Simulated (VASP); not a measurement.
# TaN (Fm-3m) in VASP: a series of runs

The runs below take TaN through single point, with PBE.

Everything below comes from runs of VASP 6.6.1. Logs are shortened: lines on timing, memory, paths and dates and some standing lists are left out, and cuts for length are marked.

## (1) The cell of the first run

The structure is cubic, space group Fm-3m (No. 225). The conventional cell has a = 4.358 Å, b = 4.358 Å, c = 4.358 Å, α = 90.00°, β = 90.00°, γ = 90.00°. Ta (site symmetry m-3m) has 6 N at 2.18 Å within 2.9 Å. Within 2.9 Å of N (site symmetry m-3m) lie 6 Ta at 2.18 Å.

## (2) Single point, PBE

Input file INCAR:

```
ALGO = Normal
EDIFF = 1E-7
ENCUT = 520
GGA = PE
ISIF = 2
ISMEAR = 0
LASPH = T
LCHARG = T
LELF = T
LREAL = F
LVHAR = T
LWAVE = F
NBANDS = 15
NELM = 100
PREC = Accurate
SIGMA = 0.15
```

Input file KPOINTS:

```
k-points
0
Gamma
  18 18 18
```

Input file POSCAR:

```
TaN
1.0
    0.0000000000      2.1790000000      2.1790000000
    2.1790000000      0.0000000000      2.1790000000
    2.1790000000      2.1790000000      0.0000000000
Ta N
1 1
Direct
    0.5000000000      0.5000000000      0.5000000000
    0.0000000000      0.0000000000      0.0000000000
```

Potentials or basis: VASP PAW PBE potentials, release 64 (Ta_pv, N).

Run with:

```console
$ cat potpaw_PBE.64/Ta_pv/POTCAR potpaw_PBE.64/N/POTCAR > POTCAR
$ mpirun -np 1 vasp_std > vasp.out
```

OUTCAR:

```text
EDIFF = 1E-7
   ENCUT = 520
   GGA = PE
   ISIF = 2
   ISMEAR = 0
   LASPH = T
   LREAL = F
   NELM = 100
   PREC = Accurate

 ion  position               nearest neighbor table
   1  0.500  0.500  0.500-   2 2.18   2 2.18   2 2.18   2 2.18   2 2.18   2 2.18
   2  0.000  0.000  0.000-   1 2.18   1 2.18   1 2.18   1 2.18   1 2.18   1 2.18

  LATTYP: Found a face centered cubic cell.
 ALAT       =     4.3580000000

  Lattice vectors:

 A1 = (   0.0000000000,   2.1790000000,   2.1790000000)
 A2 = (   2.1790000000,   0.0000000000,   2.1790000000)
 A3 = (   2.1790000000,   2.1790000000,   0.0000000000)

Analysis of symmetry for initial positions (statically):
=====================================================================
 Subroutine PRICEL returns:
 Original cell was already a primitive cell.

 Routine SETGRP: Setting up the symmetry group for a
 face centered cubic supercell.

 Subroutine GETGRP returns: Found 48 space group operations
 (whereof 48 operations were pure point group operations)
 out of a pool of 48 trial point group operations.

The static configuration has the point symmetry O_h .

Analysis of symmetry for dynamics (positions and initial velocities):
=====================================================================
 Subroutine PRICEL returns:
 Original cell was already a primitive cell.

 Routine SETGRP: Setting up the symmetry group for a
 face centered cubic supercell.

 Subroutine GETGRP returns: Found 48 space group operations
 (whereof 48 operations were pure point group operations)
 out of a pool of 48 trial point group operations.

The dynamic configuration has the point symmetry O_h .

 Subroutine INISYM returns: Found 48 space group operations
 (whereof 48 operations are pure point group operations),
 and found     1 'primitive' translations

----------------------------------------------------------------------------------------

                                     Primitive cell

  volume of cell :      20.6920

  direct lattice vectors                    reciprocal lattice vectors
     0.000000000  2.179000000  2.179000000    -0.229463056  0.229463056  0.229463056
     2.179000000  0.000000000  2.179000000     0.229463056 -0.229463056  0.229463056
     2.179000000  2.179000000  0.000000000     0.229463056  0.229463056 -0.229463056

  length of vectors
     3.081571352  3.081571352  3.081571352     0.397441672  0.397441672  0.397441672

  position of ions in fractional coordinates (direct lattice)
     0.500000000  0.500000000  0.500000000
[... 83 lines left out ...]
   NFREE  =      0    steps in history (QN), initial steepest desc. (CG)
   ISIF   =      2    stress and relaxation
   ISYM   =      2    0-nonsym 1-usesym 2-fastsym
   POTIM  = 0.5000    time-step for ionic-motion
   TEBEG  =    0.0;   TEEND  =   0.0 temperature during run
   PSTRESS=    0.0 pullay stress
   NELECT =      16.0000    total number of electrons
   NUPDOWN=      -1.0000    fix difference up-down
   EMIN   =  10.00;   EMAX   =-10.00  energy-range for DOS
   EFERMI =   0.00;   METHOD = LEGACY
   ISMEAR =     0;   SIGMA  =   0.15  broadening in eV -4-tet -1-fermi 0-gaus
   EFERMI_NEDOS =   21; number of points for ismear=-14 and -15
   IALGO  =     38    algorithm
   IMIX   =      4    mixing-type and parameters
     AMIX     =   0.40;   BMIX     =  1.00
     AMIX_MAG =   1.60;   BMIX_MAG =  1.00
  volume/ion in A,a.u.               =      10.35        69.82
  Fermi-wavevector in a.u.,A,eV,Ry     =   1.502615  2.839530 30.719922  2.257851
  Thomas-Fermi vector in A             =   2.613832
   LORBIT       =      0    0 simple, 1 ext, 2 COOP (PROOUT), +10 PAW based schemes
   GGA     = PE    functional components
   LHFCALC =     F    Hartree Fock is set to
   AEXX    =    0.0000 exact exchange contribution
   IVDW    =     0    specifies the selected vdW correction
   LEPSILON=     F    determine dielectric tensor
   LRPA    =     F    only Hartree local field effects (RPA)
 non-spin polarized calculation
 Gauss-broadening in eV      SIGMA  =   0.15
  energy-cutoff  :      520.00
  volume of cell :       20.69
 maximum number of plane-waves:       568
   NGX = 11   NGY = 11   NGZ = 11

 number of electron      16.0000000 magnetization

 Free energy of the ion-electron system (eV)
  ---------------------------------------------------
  ext. energy  EPLUGINS =         0.00000000
  ---------------------------------------------------
  free energy    TOTEN  =       -21.78963024 eV

  energy without entropy =      -21.78018183  energy(sigma->0) =      -21.78490604

 E-fermi :   9.8724     XC(G=0): -13.5895

 val. band max:        9.8556367581   @ k =   0.3889   0.0556   0.0000
 cond. band min:       9.8780915692   @ k =  -0.2778   0.3333   0.1111
 fundamental gap:      0.0224548111
 Fermi energy:         9.8724001524

 k-point     1 :       0.0000    0.0000    0.0000
  band No.  band energies     occupation
      1     -25.8650      2.00000
      2     -25.8650      2.00000
      3     -25.8650      2.00000
      4      -9.2315      2.00000
      5       5.9529      2.00000
      6       5.9529      2.00000
      7       5.9529      2.00000
      8       7.6765      2.00000
      9       7.6765      2.00000
     10       7.6765      2.00000
     11       9.9299      0.58760
     12       9.9299      0.58759
     13      11.6162      0.00000
     14      19.2753      0.00000
[... 401 lines left out ...]
      2     -25.9404      2.00000
      3     -25.8958      2.00000
      4      -7.8875      2.00000
      5       2.1043      2.00000
      6       3.2985      2.00000
      7       3.7199      2.00000
      8       8.8829      2.00000
      9       9.0413      2.00000
     10      10.0056      0.20911
     11      12.8183      0.00000
     12      14.3848      0.00000
     13      14.6802      0.00000
     14      22.2725      0.00000
     15      22.5275      0.00000

 [... further k-points ...]
[... 5 lines left out ...]
  --------------------------------------------------------------------------------------
  -------------------------------------------------------------------------------------
  Total        2.0061996      2.0061996      2.0061996      0.0000000      0.0000000      0.0000000
  in kB      155.3399077    155.3399077    155.3399077      0.0000000      0.0000000      0.0000000
  external PRESSURE =     155.3399077 kB  Pullay stress =       0.0000000 kB

 VOLUME and BASIS-vectors are now :
 -----------------------------------------------------------------------------
  energy-cutoff  :      520.00
  volume of cell :       20.69
      direct lattice vectors                 reciprocal lattice vectors
     0.000000000  2.179000000  2.179000000    -0.229463056  0.229463056  0.229463056
     2.179000000  0.000000000  2.179000000     0.229463056 -0.229463056  0.229463056
     2.179000000  2.179000000  0.000000000     0.229463056  0.229463056 -0.229463056

 POSITION                                       TOTAL-FORCE (eV/Angst)
 -----------------------------------------------------------------------------------
      2.17900      2.17900      2.17900        -0.000000      0.000000      0.000000
      0.00000      0.00000      0.00000         0.000000      0.000000     -0.000000
 -----------------------------------------------------------------------------------
    total drift:                                0.000000     -0.000000     -0.000000

  FREE ENERGIE OF THE ION-ELECTRON SYSTEM (eV)
  ---------------------------------------------------
  free  energy   TOTEN  =       -21.7896302415 eV

  energy  without entropy=      -21.7801818301  energy(sigma->0) =      -21.78490604
```

stdout:

```text
POSCAR found type information on POSCAR TaN
 POSCAR found :  2 types and       2 ions
 scaLAPACK will be used
 LDA part: xc-table for (Slater+PW92), standard interpolation
 POSCAR, INCAR and KPOINTS ok, starting setup
 FFT: planning ... GRIDC
 FFT: planning ... GRID_SOFT
 FFT: planning ... GRID
 WAVECAR not read
 entering main loop
```

Run time: 69 s. Hardware: 1 thread of Intel Xeon Platinum 8259CL at 2.50GHz (Skylake/Cascade Lake), shared host; peak memory 0.19 GiB.

What came out:

```yaml
Free_energy: -21.7896 eV
Pressure: 15.5 GPa
Band_gap_on_the_k_mesh: zero (band 8 reaches 11.85 eV, above the bottom of band 9 at 7.68 eV)
```

Levels at points of the mesh, in eV from the Fermi level:
| k point | band 4 | band 5 | band 6 | band 7 | band 8 | band 9 | band 10 | band 11 | band 12 | band 13 |
| --- | --- | --- | --- | --- | --- | --- | --- | --- | --- | --- |
| (0.00, 0.00, 0.00) | -19.10 | -3.92 | -3.92 | -3.92 | -2.20 | -2.20 | -2.20 | 0.06 | 0.06 | 1.74 |
| (0.50, 0.00, 0.00) | -15.92 | -10.62 | -7.79 | -7.79 | 1.98 | 1.98 | 2.07 | 3.90 | 7.81 | 7.81 |
| (0.50, 0.50, 0.00) | -17.84 | -6.71 | -5.67 | -4.72 | -4.72 | 2.19 | 3.69 | 3.69 | 4.81 | 7.12 |

Caveat: spin-orbit coupling is left out, which moves the levels of the heavy elements.

## (3) Single point, PBE

Input file INCAR:

```
  PREC = Accurate
  ENCUT = 520
  EDIFF = 1E-6
  ISMEAR = 0
  SIGMA = 0.15
  LREAL = F
  LASPH = T
  NELM = 100
  ALGO = Normal
  ISIF = 2
  LWAVE = F
  LCHARG = T
  GGA = PE
  LELF = T
  LVHAR = T
  NBANDS = 15
```

Input file KPOINTS:

```
regular mesh
0
Gamma
  20 20 20
```

POSCAR is that of step 2.

Potentials or basis: VASP PAW PBE potentials, release 64 (Ta_pv, N).

Run with:

```console
$ cat potpaw_PBE.64/Ta_pv/POTCAR potpaw_PBE.64/N/POTCAR > POTCAR
$ mpirun -np 1 vasp_std > vasp.out
```

Run time: 73 s. Hardware: 1 thread of Intel Xeon Platinum 8259CL at 2.50GHz (Skylake/Cascade Lake), shared host; peak memory 0.2 GiB.

The run converged. Its results:

| Property | Result |
| --- | --- |
| Free energy | -21.7907 eV |
| Pressure | 15.5 GPa |
| Band gap on the k mesh | zero (band 8 reaches 11.85 eV, above the bottom of band 9 at 7.68 eV) |

Levels at points of the mesh, in eV from the Fermi level:
```
           k point  band 5  band 6  band 7  band 8  band 9  band 10  band 11  band 12
(0.00, 0.00, 0.00)   -3.90   -3.90   -3.90   -2.18   -2.18    -2.18     0.08     0.08
(0.50, 0.00, 0.00)  -10.60   -7.77   -7.77    1.99    1.99     2.09     3.92     7.83
(0.50, 0.50, 0.00)   -6.69   -5.65   -4.70   -4.70    2.21     3.71     3.71     4.83
```

Caveat: spin-orbit coupling is left out, which moves the levels of the heavy elements.

## (4) Single point, PBE

Input file INCAR:

```
ALGO = Normal
EDIFF = 1E-6
ENCUT = 600
GGA = PE
GGA_COMPAT = F
ISIF = 2
ISMEAR = 0
LASPH = T
LCHARG = T
LELF = T
LREAL = F
LVHAR = T
LWAVE = F
NBANDS = 16
NELM = 120
PREC = Accurate
SIGMA = 0.15
```

Input file KPOINTS:

```
k-points
0
Gamma
  18 18 18
```

POSCAR is that of step 3.

Potentials or basis: VASP PAW PBE potentials, release 64 (Ta_sv_GW, N).

Run with:

```console
$ cat potpaw_PBE.64/Ta_sv_GW/POTCAR potpaw_PBE.64/N/POTCAR > POTCAR
$ mpirun -np 1 vasp_std > vasp.out
```

OUTCAR:

```text
EDIFF = 1E-6
   ENCUT = 600
   GGA = PE
   ISIF = 2
   ISMEAR = 0
   LASPH = T
   LREAL = F
   NELM = 120
   PREC = Accurate

 ion  position               nearest neighbor table
   1  0.500  0.500  0.500-   2 2.18   2 2.18   2 2.18   2 2.18   2 2.18   2 2.18
   2  0.000  0.000  0.000-   1 2.18   1 2.18   1 2.18   1 2.18   1 2.18   1 2.18

  LATTYP: Found a face centered cubic cell.
 ALAT       =     4.3580000000

  Lattice vectors:

 A1 = (   0.0000000000,   2.1790000000,   2.1790000000)
 A2 = (   2.1790000000,   0.0000000000,   2.1790000000)
[... 625 lines left out ...]
      3     -21.5333      2.00000
      4     -21.4886      2.00000
      5      -3.4956      2.00000
      6       6.4970      2.00000
[... 8 lines left out ...]
     15      26.6718      0.00000
     16      30.7420      0.00000

 [... further k-points ...]
[... 5 lines left out ...]
  --------------------------------------------------------------------------------------
  -------------------------------------------------------------------------------------
  Total        1.8881830      1.8881830      1.8881830      0.0000000      0.0000000      0.0000000
  in kB      146.2018863    146.2018863    146.2018863      0.0000000      0.0000000      0.0000000
  external PRESSURE =     146.2018863 kB  Pullay stress =       0.0000000 kB

 VOLUME and BASIS-vectors are now :
 -----------------------------------------------------------------------------
  energy-cutoff  :      600.00
  volume of cell :       20.69
      direct lattice vectors                 reciprocal lattice vectors
     0.000000000  2.179000000  2.179000000    -0.229463056  0.229463056  0.229463056
     2.179000000  0.000000000  2.179000000     0.229463056 -0.229463056  0.229463056
     2.179000000  2.179000000  0.000000000     0.229463056  0.229463056 -0.229463056

 POSITION                                       TOTAL-FORCE (eV/Angst)
 -----------------------------------------------------------------------------------
      2.17900      2.17900      2.17900        -0.000000     -0.000000      0.000000
      0.00000      0.00000      0.00000         0.000000      0.000000      0.000000
 -----------------------------------------------------------------------------------
    total drift:                                0.000000      0.000000      0.000000

  FREE ENERGIE OF THE ION-ELECTRON SYSTEM (eV)
  ---------------------------------------------------
  free  energy   TOTEN  =       -24.3227035886 eV

  energy  without entropy=      -24.3132373130  energy(sigma->0) =      -24.31797045
```

OSZICAR:

```text
N       E                     dE             d eps       ncg     rms          rms(c)
DAV:   1     0.115075122295E+03    0.11508E+03   -0.12204E+04  6280   0.128E+03
DAV:   2    -0.233674964052E+02   -0.13844E+03   -0.13334E+03  9000   0.340E+02
DAV:   3    -0.284059278219E+02   -0.50384E+01   -0.50275E+01  7336   0.582E+01
DAV:   4    -0.285198488851E+02   -0.11392E+00   -0.11392E+00  8920   0.596E+00
DAV:   5    -0.285232409227E+02   -0.33920E-02   -0.33920E-02  7480   0.730E-01    0.460E+01
DAV:   6    -0.244485112697E+02    0.40747E+01   -0.87699E+00  7400   0.265E+01    0.462E+01
DAV:   7    -0.243652688097E+02    0.83242E-01   -0.46808E-01  6504   0.581E+00    0.246E+01
DAV:   8    -0.243240167012E+02    0.41252E-01   -0.13109E-01  7880   0.299E+00    0.585E-01
DAV:   9    -0.243227121975E+02    0.13045E-02   -0.49876E-03  7048   0.665E-01    0.585E-01
DAV:  10    -0.243227149390E+02   -0.27415E-05   -0.11951E-03  6768   0.342E-01    0.108E-01
DAV:  11    -0.243227134049E+02    0.15341E-05   -0.10290E-04  7528   0.107E-01    0.149E-01
DAV:  12    -0.243227032684E+02    0.10136E-04   -0.20196E-05  7592   0.399E-02    0.329E-02
DAV:  13    -0.243227035886E+02   -0.32015E-06   -0.18906E-06  5800   0.111E-02
   1 F= -.24322704E+02 E0= -.24317970E+02  d E =-.946628E-02
```

stdout:

```text
POSCAR found type information on POSCAR TaN
 POSCAR found :  2 types and       2 ions
 scaLAPACK will be used
 LDA part: xc-table for (Slater+PW92), standard interpolation
 POSCAR, INCAR and KPOINTS ok, starting setup
 FFT: planning ... GRIDC
 FFT: planning ... GRID_SOFT
 FFT: planning ... GRID
 WAVECAR not read
 entering main loop
```

Wall time 1.9 min (1 thread of AMD EPYC 7R43 (Zen 3), shared host); peak memory 0.2 GiB.

Results:

* Free energy: -24.3227 eV
* Pressure: 14.6 GPa
* Band gap on the k mesh: zero (band 9 reaches 16.24 eV, above the bottom of band 10 at 12.07 eV)

Caveat: spin-orbit coupling is left out, which moves the levels of the heavy elements.

## (5) The runs side by side

```csv
potentials or basis,k mesh,cutoff (eV),second run,gap on the mesh (eV),pressure (GPa)
"VASP PAW PBE potentials, release 64 (Ta_pv, N)",18 × 18 × 18,520,-,none,15.5
"VASP PAW PBE potentials, release 64 (Ta_pv, N)",20 × 20 × 20,520,-,none,15.5
"VASP PAW PBE potentials, release 64 (Ta_sv_GW, N)",18 × 18 × 18,600,valence_matched,none,14.6
```

Alike in all rows: task single point; level PBE; no spin polarisation; cell as given; smearing gaussian 0.15 eV.

Caveats: spin-orbit coupling is left out, which moves the levels of the heavy elements.

Total energies depend on the potentials used, so only differences within one code and one set of settings carry meaning.
